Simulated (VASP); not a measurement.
## Rh: single point with PBE

Rh:

```
Rh
1.0
     0.00000    1.87634    1.87634
     1.87634    0.00000    1.87634
     1.87634    1.87634    0.00000
Rh
1
Direct
  0.00000 0.00000 0.00000
```

```json
{
 "Program": "VASP 6.6.1",
 "Task": "single point",
 "Functional": "PBE",
 "Potentials or basis": "VASP PAW PBE potentials, release 64 (Rh_pv)",
 "Cutoff": "520 eV",
 "k mesh": "17 × 17 × 17",
 "Occupations": "fermi-dirac, width 0.0612256 eV",
 "Spin": "no spin polarisation"
}
```

```json
{
 "Pressure": "18.7 GPa"
}
```

Levels at points of the mesh, in eV from the Fermi level:
```csv
k point,band 3,band 4,band 5,band 6,band 7,band 8,band 9,band 10,band 11,band 12
"(0.00, 0.00, 0.00)",-46.45,-8.26,-3.27,-3.27,-3.27,-1.05,-1.05,15.96,20.42,21.65
```

It took 8.7 s on 1 thread of Intel(R) Xeon(R) 6975P-C (Granite Rapids) (shared host), peak memory 0.14 GiB.
